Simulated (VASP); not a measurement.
# BeS (rocksalt type) (Fm-3m) in VASP: a series of runs

BeS (rocksalt type) is run at these levels: LDA; tasks: single point.

Program: VASP 6.6.1. These are calculated values, not measurements. Logs are shortened: lines on timing, memory, paths and dates and some standing lists are left out, and cuts for length are marked.

**1. The cell of the first run**

Symmetry: Fm-3m, No. 225, cubic system. The conventional cell has a = 4.045 Å, b = 4.045 Å, c = 4.045 Å, α = 90.00°, β = 90.00°, γ = 90.00°. Within 2.7 Å of Be (site symmetry m-3m) lie 6 S at 2.02 Å. S (site symmetry m-3m) has 6 Be at 2.02 Å within 2.7 Å.

**2. Single point, LDA**

File INCAR:

```
SYSTEM = BeS
  PREC = Accurate
  ENCUT = 600
  EDIFF = 1E-6
  ISMEAR = -5
  SIGMA = 0.1
  LREAL = .FALSE.
  LASPH = .TRUE.
  NELM = 120
  ALGO = Normal
  ISIF = 2
  LWAVE = .FALSE.
  LCHARG = .FALSE.
  NBANDS = 11
  GGA_COMPAT = .FALSE.
```

File KPOINTS:

```
regular mesh
0
G
  17 17 17
  0 0 0
```

File POSCAR:

```
BeS
1.0
    0.0000000000      2.0225160066      2.0225160066
    2.0225160066      0.0000000000      2.0225160066
    2.0225160066      2.0225160066      0.0000000000
Be S
1 1
Direct
    0.0000000000      0.0000000000      0.0000000000
    0.5000000000      0.5000000000      0.5000000000
```

Potentials or basis: VASP PAW LDA potentials, release 64 (Be, S).

Launch:

```
$ cat potpaw_LDA.64/Be/POTCAR potpaw_LDA.64/S/POTCAR > POTCAR
$ mpirun -np 1 vasp_std > vasp.out
```

OUTCAR:

```text
SYSTEM = BeS
   PREC = Accurate
   ENCUT = 600
   EDIFF = 1E-6
   ISMEAR = -5
   LREAL = .FALSE.
   LASPH = .TRUE.
   NELM = 120
   ISIF = 2

 ion  position               nearest neighbor table
   1  0.000  0.000  0.000-   2 2.02   2 2.02   2 2.02   2 2.02   2 2.02   2 2.02
   2  0.500  0.500  0.500-   1 2.02   1 2.02   1 2.02   1 2.02   1 2.02   1 2.02

  LATTYP: Found a face centered cubic cell.
 ALAT       =     4.0450320132

  Lattice vectors:

 A1 = (   0.0000000000,   2.0225160066,   2.0225160066)
 A2 = (   2.0225160066,   0.0000000000,   2.0225160066)
 A3 = (   2.0225160066,   2.0225160066,   0.0000000000)

Analysis of symmetry for initial positions (statically):
=====================================================================
 Subroutine PRICEL returns:
 Original cell was already a primitive cell.

 Routine SETGRP: Setting up the symmetry group for a
 face centered cubic supercell.

 Subroutine GETGRP returns: Found 48 space group operations
 (whereof 48 operations were pure point group operations)
 out of a pool of 48 trial point group operations.

The static configuration has the point symmetry O_h .

Analysis of symmetry for dynamics (positions and initial velocities):
=====================================================================
 Subroutine PRICEL returns:
 Original cell was already a primitive cell.

 Routine SETGRP: Setting up the symmetry group for a
 face centered cubic supercell.

 Subroutine GETGRP returns: Found 48 space group operations
 (whereof 48 operations were pure point group operations)
 out of a pool of 48 trial point group operations.

The dynamic configuration has the point symmetry O_h .

 Subroutine INISYM returns: Found 48 space group operations
 (whereof 48 operations are pure point group operations),
 and found     1 'primitive' translations

----------------------------------------------------------------------------------------

                                     Primitive cell

  volume of cell :      16.5465

  direct lattice vectors                    reciprocal lattice vectors
     0.000000000  2.022516007  2.022516007    -0.247216832  0.247216832  0.247216832
     2.022516007  0.000000000  2.022516007     0.247216832 -0.247216832  0.247216832
     2.022516007  2.022516007  0.000000000     0.247216832  0.247216832 -0.247216832

  length of vectors
     2.860269567  2.860269567  2.860269567     0.428192114  0.428192114  0.428192114

  position of ions in fractional coordinates (direct lattice)
     0.000000000  0.000000000  0.000000000
     0.500000000  0.500000000  0.500000000

  ion indices of the primitive-cell ions
   primitive index   ion index
                 1           1
                 2           2

----------------------------------------------------------------------------------------

 KPOINTS: regular mesh

Automatic generation of k-mesh.
 Grid dimensions read from file:
 generate k-points for:   17   17   17

 Generating k-lattice:

  Cartesian coordinates                     Fractional coordinates (reciprocal lattice)
    -0.014542167  0.014542167  0.014542167     0.058823529  0.000000000  0.000000000
     0.014542167 -0.014542167  0.014542167     0.000000000  0.058823529  0.000000000
     0.014542167  0.014542167 -0.014542167     0.000000000  0.000000000  0.058823529

  Length of vectors
     0.025187771  0.025187771  0.025187771

  Shift w.r.t. Gamma in fractional coordinates (k-lattice)
     0.000000000  0.000000000  0.000000000

 TETIRR: Found    693 inequivalent tetrahedra from    29478

 Subroutine IBZKPT returns following result:
 ===========================================

 Found    165 irreducible k-points:

 Following reciprocal coordinates:
            Coordinates               Weight
  0.000000  0.000000  0.000000      1.000000
  0.058824  0.000000  0.000000      8.000000
  0.117647  0.000000  0.000000      8.000000
  0.176471  0.000000  0.000000      8.000000
  0.235294  0.000000  0.000000      8.000000
  0.294118  0.000000  0.000000      8.000000
[... 16 lines left out ...]
 -0.176471  0.058824  0.000000     24.000000
 -0.117647  0.058824  0.000000     24.000000
 [... further k-points ...]
   k-points           NKPTS =    165   k-points in BZ     NKDIM =    165   number of bands    NBANDS=     11
   number of dos      NEDOS =    301   number of ions     NIONS =      2
   total plane-waves  NPLWV =  13824
   dimension x,y,z NGX =    24 NGY =   24 NGZ =   24
   dimension x,y,z NGXF=    48 NGYF=   48 NGZF=   48
   ions per type =               1   1
   NGX,Y,Z   is equivalent  to a cutoff of  13.95, 13.95, 13.95 a.u.
   NGXF,Y,Z  is equivalent  to a cutoff of  27.90, 27.90, 27.90 a.u.
 SYSTEM =  BeS
   PREC   = accura    normal or accurate (medium, high low for compatibility)
   ISTART =      0    job   : 0-new  1-cont  2-samecut
   ICHARG =      2    charge: 1-file 2-atom 10-const
   ISPIN  =      1    spin polarized calculation?
   LNONCOLLINEAR =      F non collinear calculations
   LSORBIT =      F    spin-orbit coupling
   LASPH  =      T    aspherical Exc in radial PAW
   ENCUT  =  600.0 eV  44.10 Ry    6.64 a.u.   5.71  5.71  5.71*2*pi/ulx,y,z
   NELM   =    120;   NELMIN=  2; NELMDL= -5     # of ELM steps
   EDIFF  = 0.1E-05   stopping-criterion for ELM
   LREAL  =      F    real-space projection
   EDIFFG = 0.1E-04   stopping-criterion for IOM
   NSW    =      0    number of steps for IOM
   IBRION =     -1    ionic relax: 0-MD 1-quasi-New 2-CG
   NFREE  =      0    steps in history (QN), initial steepest desc. (CG)
   ISIF   =      2    stress and relaxation
   ISYM   =      2    0-nonsym 1-usesym 2-fastsym
   POTIM  = 0.5000    time-step for ionic-motion
   TEBEG  =    0.0;   TEEND  =   0.0 temperature during run
   PSTRESS=    0.0 pullay stress
   NELECT =       8.0000    total number of electrons
   NUPDOWN=      -1.0000    fix difference up-down
   EMIN   =  10.00;   EMAX   =-10.00  energy-range for DOS
   EFERMI =   0.00;   METHOD = LEGACY
   ISMEAR =    -5;   SIGMA  =   0.10  broadening in eV -4-tet -1-fermi 0-gaus
   EFERMI_NEDOS =   21; number of points for ismear=-14 and -15
   IALGO  =     38    algorithm
   IMIX   =      4    mixing-type and parameters
     AMIX     =   0.40;   BMIX     =  1.00
     AMIX_MAG =   1.60;   BMIX_MAG =  1.00
  volume/ion in A,a.u.               =       8.27        55.83
  Fermi-wavevector in a.u.,A,eV,Ry     =   1.284901  2.428110 22.462804  1.650970
  Thomas-Fermi vector in A             =   2.417067
   LORBIT       =      0    0 simple, 1 ext, 2 COOP (PROOUT), +10 PAW based schemes
   GGA     = CA    functional components
   LHFCALC =     F    Hartree Fock is set to
   AEXX    =    0.0000 exact exchange contribution
   IVDW    =     0    specifies the selected vdW correction
   LEPSILON=     F    determine dielectric tensor
   LRPA    =     F    only Hartree local field effects (RPA)
 non-spin polarized calculation
 Fermi weights with tetrahedron method with Bloechl corrections
  energy-cutoff  :      600.00
  volume of cell :       16.55
 maximum number of plane-waves:       562
   NGX = 11   NGY = 11   NGZ = 11

 number of electron       8.0000000 magnetization

 Free energy of the ion-electron system (eV)
  ---------------------------------------------------
  ext. energy  EPLUGINS =         0.00000000
  ---------------------------------------------------
  free energy    TOTEN  =        -8.74678183 eV

  energy without entropy =       -8.74678183  energy(sigma->0) =       -8.74678183

 E-fermi :  12.6329     XC(G=0): -12.5169

 val. band max:       12.6262037831   @ k =  -0.1765   0.1176   0.0000
 cond. band min:      13.7280982005   @ k =   0.4706   0.4706   0.0000
 fundamental gap:      1.1018944174
 Fermi energy:        12.6329416397

 k-point     1 :       0.0000    0.0000    0.0000
  band No.  band energies     occupation
      1      -6.8670      2.00000
      2      12.0664      2.00000
      3      12.0664      2.00000
      4      12.0664      2.00000
      5      20.5423      0.00000
      6      20.5423      0.00000
      7      20.5423      0.00000
      8      23.8818      0.00000
      9      24.1196      0.00000
     10      24.1196      0.00000
     11      24.1196      0.00000

 k-point     2 :       0.0588    0.0000    0.0000
  band No.  band energies     occupation
      1      -6.7923      2.00000
      2      11.5849      2.00000
      3      12.0258      2.00000
      4      12.0258      2.00000
      5      20.4563      0.00000
      6      20.7026      0.00000
      7      20.7026      0.00000
      8      22.8066      0.00000
      9      22.8066      0.00000
     10      23.5923      0.00000
     11      24.7094      0.00000

 k-point     3 :       0.1176    0.0000    0.0000
  band No.  band energies     occupation
      1      -6.5693      2.00000
      2      10.3603      2.00000
      3      11.9217      2.00000
      4      11.9217      2.00000
      5      20.0837      0.00000
      6      20.6935      0.00000
      7      20.6935      0.00000
      8      21.7857      0.00000
      9      21.7857      0.00000
     10      23.6914      0.00000
     11      25.5347      0.00000

 k-point     4 :       0.1765    0.0000    0.0000
  band No.  band energies     occupation
      1      -6.2020      2.00000
      2       8.7672      2.00000
      3      11.7952      2.00000
      4      11.7952      2.00000
      5      19.4705      0.00000
      6      19.4705      0.00000
      7      19.4973      0.00000
      8      22.4684      0.00000
      9      22.4684      0.00000
     10      24.0854      0.00000
     11      26.5063      0.00000
[... 239 lines left out ...]
 k-point    22 :      -0.2353    0.0588    0.0000
  band No.  band energies     occupation
      1      -5.4368      2.00000
      2       6.5453      2.00000
      3      10.6068      2.00000
      4      12.2678      2.00000
      5      17.0432      0.00000
      6      18.1676      0.00000
      7      19.3881      0.00000
      8      23.2942      0.00000
      9      24.2108      0.00000
     10      25.6147      0.00000
     11      28.2594      0.00000

 k-point    23 :      -0.1765    0.0588    0.0000
  band No.  band energies     occupation
      1      -5.9826      2.00000
      2       8.2405      2.00000
      3      10.7799      2.00000
      4      12.3224      2.00000
      5      18.1725      0.00000
      6      19.1371      0.00000
      7      19.9860      0.00000
      8      22.1168      0.00000
      9      23.3823      0.00000
     10      24.9076      0.00000
     11      26.9396      0.00000

 k-point    24 :      -0.1176    0.0588    0.0000
  band No.  band energies     occupation
      1      -6.3964      2.00000
      2       9.8670      2.00000
      3      11.0429      2.00000
      4      12.3129      2.00000
      5      19.5288      0.00000
      6      19.9885      0.00000
      7      20.4896      0.00000
      8      21.2646      0.00000
      9      22.9348      0.00000
     10      24.4009      0.00000
     11      25.6761      0.00000

 [... further k-points ...]
[... 5 lines left out ...]
  --------------------------------------------------------------------------------------
  -------------------------------------------------------------------------------------
  Total        8.5205651      8.5205651      8.5205651     -0.0000000     -0.0000000     -0.0000000
  in kB      825.0363509    825.0363509    825.0363509     -0.0000000     -0.0000000     -0.0000000
  external PRESSURE =     825.0363509 kB  Pullay stress =       0.0000000 kB

 VOLUME and BASIS-vectors are now :
 -----------------------------------------------------------------------------
  energy-cutoff  :      600.00
  volume of cell :       16.55
      direct lattice vectors                 reciprocal lattice vectors
     0.000000000  2.022516007  2.022516007    -0.247216832  0.247216832  0.247216832
     2.022516007  0.000000000  2.022516007     0.247216832 -0.247216832  0.247216832
     2.022516007  2.022516007  0.000000000     0.247216832  0.247216832 -0.247216832

 POSITION                                       TOTAL-FORCE (eV/Angst)
 -----------------------------------------------------------------------------------
      0.00000      0.00000      0.00000         0.000000     -0.000000     -0.000000
      2.02252      2.02252      2.02252        -0.000000      0.000000      0.000000
 -----------------------------------------------------------------------------------
    total drift:                               -0.000000     -0.000000      0.000000

  FREE ENERGIE OF THE ION-ELECTRON SYSTEM (eV)
  ---------------------------------------------------
  free  energy   TOTEN  =        -8.7467818282 eV

  energy  without entropy=       -8.7467818282  energy(sigma->0) =       -8.74678183
```

Run time: 29 s. Hardware: 1 thread of Intel Xeon 8259CL, shared host; peak memory 0.15 GiB.

What came out:

* Free energy: -8.7468 eV
* Pressure: 82.5 GPa
* Band gap on the k mesh: 1.10 eV, indirect (least direct gap 3.57 eV)

A k mesh can miss the band edges.

**3. Single point, LDA (volume scaled by 0.8)**

File INCAR:

```
PREC = Accurate ; ENCUT = 600
EDIFF = 1E-6 ; ISMEAR = -1
SIGMA = 0.08 ; LREAL = F
LASPH = T ; NELM = 120
ALGO = Normal ; ISIF = 2
LWAVE = F ; LCHARG = F
NBANDS = 11 ; GGA_COMPAT = F
```

File KPOINTS:

```
regular mesh
0
Gamma
  17 17 17
```

File POSCAR:

```
BeS
1.0
    0.0000000000      2.1145726776      2.1145726776
    2.1145726776      0.0000000000      2.1145726776
    2.1145726776      2.1145726776      0.0000000000
Be S
1 1
Direct
    0.0000000000      0.0000000000      0.0000000000
    0.5000000000      0.5000000000      0.5000000000
```

Potentials or basis: VASP PAW LDA potentials, release 64 (Be, S).

Launch:

```
$ cat potpaw_LDA.64/Be/POTCAR potpaw_LDA.64/S/POTCAR > POTCAR
$ mpirun -np 1 vasp_std > vasp.out
```

It took 26 s on 1 thread of Intel Xeon 8259CL, shared host; peak memory 0.15 GiB.

It converged, with:

| Property | Result |
| --- | --- |
| Free energy | -9.6263 eV |
| Pressure | 40.4 GPa |
| Band gap on the k mesh | 1.10 eV, indirect (least direct gap 3.93 eV) |

Levels at points of the mesh, in eV from the valence-band top:
```csv
k point,band 1,band 2,band 3,band 4,band 5,band 6,band 7,band 8
"(0.00, 0.00, 0.00)",-17.82,-0.45,-0.45,-0.45,8.31,8.31,8.31,8.94
```

 A k mesh can miss the band edges.
